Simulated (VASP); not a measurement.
Crystal: Si3N.

```xyz
4
Lattice="4.7266 0.0000 0.0000 -1.6519 3.6114 0.0000 -0.8965 0.4319 3.6333" Properties=species:S:1:pos:R:3 pbc="T T T"
Si    0.7732    1.3368    0.6253
Si    2.8490    2.6868    1.9926
Si    1.0689    3.3982    2.9806
N     1.3008    2.2824    0.2447
```

- Program: VASP 6.6.1
- Task: relaxation of cell and atoms
- Functional: PBE
- Potentials or basis: VASP PAW PBE potentials, release 64 (Si, N)
- Cutoff: 600 eV
- k mesh: 4 × 6 × 6
- Occupations: gaussian, width 0.1 eV
- Spin: no spin polarisation

At the start: pressure 105.9 GPa; volume 15.50 Å³/atom.

**Question.** Where does the relaxation end?

**Answer.** Over 82 steps the energy falls by 4821.7 meV/atom and the volume is 14.41 Å³/atom (-7.0 %); space group P1 (No. 1, to 0.05 Å).

Step by step:
```
step  energy change (eV)  largest force (eV/Å)  pressure (GPa)  volume (Å³)
   1              0.0000               70.3619          105.93        62.02
   4             -2.6665                7.9513           -5.75       189.61
   7             -7.8283                2.4548           -8.04       144.22
  10             92.2199              195.0627          837.51        34.14
  13             -6.6114               45.2171           73.23        65.32
  16            -15.1627                2.8191            2.70        82.57
  19            -15.7073                1.4563           -3.86        83.91
  22            -15.9141                1.1745           -6.69        83.51
  25            -16.2309                3.2567           -7.79        79.17
  28            -16.2797                2.9142           14.77        63.47
  31            -16.9390                0.9806            0.70        69.97
  34            -17.0965                3.4393            2.15        69.26
  37            -17.4587                3.1008           -0.40        69.07
  40            -17.6753                2.1138           -2.73        68.41
  43            -18.0800                1.1631           -3.71        65.60
  46            -18.3046                0.9447            0.57        61.80
  49            -18.4287                0.9547           -1.68        60.64
  52            -18.5385                1.6169           -0.11        57.57
  55            -18.8141                0.6527            3.68        55.48
  58            -18.9292                0.6969            0.16        56.72
  61            -19.0129                0.6342            0.14        57.22
  64            -19.1146                0.4370            0.16        57.48
  67            -19.1596                0.6318           -1.27        58.70
  70            -19.2444                0.5181           -0.11        57.88
  73            -19.2740                0.2849            0.12        57.42
  76            -19.2848                0.1111           -0.20        57.70
  79            -19.2862                0.0486            0.18        57.57
  82            -19.2867                0.0366           -0.05        57.65
```

Final structure:
```yaml
crystal:
  lattice:
    - [3.59905, 0.48272, 1.25143]
    - [-1.13429, 5.47440, -0.07175]
    - [-0.26627, -0.06206, 2.75288]
  atoms:
    - { symbol: Si, position: [0.73410, 0.52110, 0.18211] }
    - { symbol: Si, position: [0.22076, 0.74398, 0.60954] }
    - { symbol: Si, position: [0.74039, 0.01957, 0.65726] }
    - { symbol: N, position: [0.74935, 0.21012, 0.15935] }
```

Caveat: the k points lie up to 0.42 Å⁻¹ apart in the final cell.
